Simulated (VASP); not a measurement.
# Cu (Fm-3m) in VASP: further runs

The runs below take Cu through single point, relaxation of cell and atoms, with PBEsol.

Program: VASP 6.6.1. These are calculated values, not measurements. Logs are shortened: lines on timing, memory, paths and dates and some standing lists are left out, and cuts for length are marked.

### 1 The cell of the first run

Symmetry: Fm-3m, No. 225, cubic system. Conventional cell: a = 3.562 Å, b = 3.562 Å, c = 3.562 Å, α = 90.00°, β = 90.00°, γ = 90.00°. Within 3.3 Å of Cu (site symmetry m-3m) lie 12 Cu at 2.52 Å.

### 2 Single point, PBEsol

The input, INCAR:

```
PREC = Accurate
ENCUT = 520
EDIFF = 1E-6
ISMEAR = -1
SIGMA = 0.1
LREAL = F
LASPH = T
NELM = 60
ALGO = Normal
ISIF = 2
LWAVE = F
LCHARG = F
GGA = PS
NBANDS = 12
```

The input, KPOINTS:

```
Automatic mesh
0
Gamma
  11 11 11
```

The input, POSCAR:

```
Cu
1.0
    0.0000000000      1.7809164226      1.7809164226
    1.7809164226      0.0000000000      1.7809164226
    1.7809164226      1.7809164226      0.0000000000
Cu
1
Direct
    0.0000000000      0.0000000000      0.0000000000
```

Potentials or basis: VASP PAW PBE potentials, release 64 (Cu).

Command:

```
$ cat potpaw_PBE.64/Cu/POTCAR > POTCAR
$ mpirun -np 1 vasp_std > vasp.out
```

OUTCAR:

```text
PREC = Accurate
   ENCUT = 520
   EDIFF = 1E-6
   ISMEAR = -1
   LREAL = F
   LASPH = T
   NELM = 60
   ISIF = 2
   GGA = PS

 ion  position               nearest neighbor table
   1  0.000  0.000  0.000-

  LATTYP: Found a face centered cubic cell.
 ALAT       =     3.5618328452

  Lattice vectors:

 A1 = (   0.0000000000,   1.7809164226,   1.7809164226)
 A2 = (   1.7809164226,   0.0000000000,   1.7809164226)
 A3 = (   1.7809164226,   1.7809164226,   0.0000000000)

Analysis of symmetry for initial positions (statically):
=====================================================================
 Subroutine PRICEL returns:
 Original cell was already a primitive cell.

 Routine SETGRP: Setting up the symmetry group for a
 face centered cubic supercell.

 Subroutine GETGRP returns: Found 48 space group operations
 (whereof 48 operations were pure point group operations)
 out of a pool of 48 trial point group operations.

The static configuration has the point symmetry O_h .

Analysis of symmetry for dynamics (positions and initial velocities):
=====================================================================
 Subroutine PRICEL returns:
 Original cell was already a primitive cell.

 Routine SETGRP: Setting up the symmetry group for a
 face centered cubic supercell.

 Subroutine GETGRP returns: Found 48 space group operations
 (whereof 48 operations were pure point group operations)
 out of a pool of 48 trial point group operations.

The dynamic configuration has the point symmetry O_h .

 Subroutine INISYM returns: Found 48 space group operations
 (whereof 48 operations are pure point group operations),
 and found     1 'primitive' translations

----------------------------------------------------------------------------------------

                                     Primitive cell

  volume of cell :      11.2969

  direct lattice vectors                    reciprocal lattice vectors
     0.000000000  1.780916423  1.780916423    -0.280754332  0.280754332  0.280754332
     1.780916423  0.000000000  1.780916423     0.280754332 -0.280754332  0.280754332
     1.780916423  1.780916423  0.000000000     0.280754332  0.280754332 -0.280754332

  length of vectors
     2.518596158  2.518596158  2.518596158     0.486280767  0.486280767  0.486280767

  position of ions in fractional coordinates (direct lattice)
     0.000000000  0.000000000  0.000000000

  ion indices of the primitive-cell ions
   primitive index   ion index
                 1           1

[... 79 lines left out ...]
   POTIM  = 0.5000    time-step for ionic-motion
   TEBEG  =    0.0;   TEEND  =   0.0 temperature during run
   PSTRESS=    0.0 pullay stress
   NELECT =      11.0000    total number of electrons
   NUPDOWN=      -1.0000    fix difference up-down
   EMIN   =  10.00;   EMAX   =-10.00  energy-range for DOS
   EFERMI =   0.00;   METHOD = LEGACY
   ISMEAR =    -1;   SIGMA  =   0.10  broadening in eV -4-tet -1-fermi 0-gaus
   EFERMI_NEDOS =   21; number of points for ismear=-14 and -15
   IALGO  =     38    algorithm
   IMIX   =      4    mixing-type and parameters
     AMIX     =   0.40;   BMIX     =  1.00
     AMIX_MAG =   1.60;   BMIX_MAG =  1.00
  volume/ion in A,a.u.               =      11.30        76.24
  Fermi-wavevector in a.u.,A,eV,Ry     =   1.622628  3.066322 35.823055  2.632920
  Thomas-Fermi vector in A             =   2.716210
   LORBIT       =      0    0 simple, 1 ext, 2 COOP (PROOUT), +10 PAW based schemes
   GGA     = PS    functional components
   LHFCALC =     F    Hartree Fock is set to
   AEXX    =    0.0000 exact exchange contribution
   IVDW    =     0    specifies the selected vdW correction
   LEPSILON=     F    determine dielectric tensor
   LRPA    =     F    only Hartree local field effects (RPA)
 non-spin polarized calculation
  energy-cutoff  :      520.00
  volume of cell :       11.30
 maximum number of plane-waves:       314
   NGX =  9   NGY =  9   NGZ =  9

 number of electron      11.0000013 magnetization

 Free energy of the ion-electron system (eV)
  ---------------------------------------------------
  ext. energy  EPLUGINS =         0.00000000
  ---------------------------------------------------
  free energy    TOTEN  =        -4.31762314 eV

  energy without entropy =       -4.31048966  energy(sigma->0) =       -4.31405640

 E-fermi :   8.0378     XC(G=0): -13.1700

 val. band max:        7.9146164716   @ k =   0.4545   0.2727   0.0000
 cond. band min:       8.1262203819   @ k =   0.4545   0.3636   0.0000
 fundamental gap:      0.2116039103
 Fermi energy:         8.0378417661

 k-point     1 :       0.0000    0.0000    0.0000
  band No.  band energies     occupation
      1      -1.7718      2.00000
      2       4.7895      2.00000
      3       4.7895      2.00000
      4       4.7895      2.00000
      5       5.6803      2.00000
      6       5.6803      2.00000
      7      30.9005      0.00000
      8      33.8617      0.00000
      9      33.8617      0.00000
     10      33.8617      0.00000
     11      36.3807      0.00000
     12      36.3807      0.00000
[... 331 lines left out ...]
 k-point    24 :      -0.1818    0.1818    0.0000
  band No.  band energies     occupation
      1       1.2352      2.00000
      2       4.2902      2.00000
      3       4.8507      2.00000
      4       5.3173      2.00000
      5       5.3339      2.00000
      6       6.3558      2.00000
      7      21.6592      0.00000
      8      22.4487      0.00000
      9      32.5778      0.00000
     10      32.9867      0.00000
     11      35.7729      0.00000
     12      38.1156      0.00000

 [... further k-points ...]

------------------------ aborting loop because EDIFF is reached ----------------------------------------

  FORCE on cell =-STRESS in cart. coord.  units (eV):
  Direction    XX          YY          ZZ          XY          YZ          ZX
  --------------------------------------------------------------------------------------
  -------------------------------------------------------------------------------------
  Total        0.0534372      0.0534372      0.0534372      0.0000000     -0.0000000     -0.0000000
  in kB        7.5786782      7.5786782      7.5786782      0.0000000     -0.0000000     -0.0000000
  external PRESSURE =       7.5786782 kB  Pullay stress =       0.0000000 kB

 VOLUME and BASIS-vectors are now :
 -----------------------------------------------------------------------------
  energy-cutoff  :      520.00
  volume of cell :       11.30
      direct lattice vectors                 reciprocal lattice vectors
     0.000000000  1.780916423  1.780916423    -0.280754332  0.280754332  0.280754332
     1.780916423  0.000000000  1.780916423     0.280754332 -0.280754332  0.280754332
     1.780916423  1.780916423  0.000000000     0.280754332  0.280754332 -0.280754332

 POSITION                                       TOTAL-FORCE (eV/Angst)
 -----------------------------------------------------------------------------------
      0.00000      0.00000      0.00000         0.000000     -0.000000      0.000000
 -----------------------------------------------------------------------------------
    total drift:                               -0.000000     -0.000000     -0.000000

  FREE ENERGIE OF THE ION-ELECTRON SYSTEM (eV)
  ---------------------------------------------------
  free  energy   TOTEN  =        -4.3176231366 eV

  energy  without entropy=       -4.3104896599  energy(sigma->0) =       -4.31405640
```

OSZICAR:

```text
N       E                     dE             d eps       ncg     rms          rms(c)
DAV:   1     0.393427778403E+02    0.39343E+02   -0.54164E+03  1540   0.156E+03
DAV:   2    -0.418403478465E+01   -0.43527E+02   -0.40094E+02  1384   0.200E+02
DAV:   3    -0.541486210027E+01   -0.12308E+01   -0.12269E+01  1524   0.380E+01
DAV:   4    -0.542194463317E+01   -0.70825E-02   -0.70816E-02  1572   0.255E+00
DAV:   5    -0.542201093009E+01   -0.66297E-04   -0.66296E-04  1556   0.250E-01    0.845E+00
DAV:   6    -0.474608170761E+01    0.67593E+00   -0.16942E+01  1620   0.789E+01    0.412E+00
DAV:   7    -0.433267379953E+01    0.41341E+00   -0.25431E+00  1608   0.304E+01    0.597E-01
DAV:   8    -0.431936149511E+01    0.13312E-01   -0.51520E-03  1568   0.109E+00    0.310E-01
DAV:   9    -0.431761385723E+01    0.17476E-02   -0.93225E-03  1652   0.165E+00    0.206E-02
DAV:  10    -0.431762216878E+01   -0.83116E-05   -0.26533E-05  1860   0.797E-02    0.626E-03
DAV:  11    -0.431762313660E+01   -0.96782E-06   -0.52479E-07  1160   0.140E-02
   1 F= -.43176231E+01 E0= -.43140564E+01  d E =-.713348E-02
```

Wall time 9.1 s (1 thread of AMD EPYC 7R43 (Zen 3), shared host); peak memory 0.09 GiB.

Results:

* Free energy: -4.3176 eV
* Pressure: 0.8 GPa

Caveat: the PAW data sets were made with another functional, which shifts forces and pressure a little.

[end of part 1 of 2]
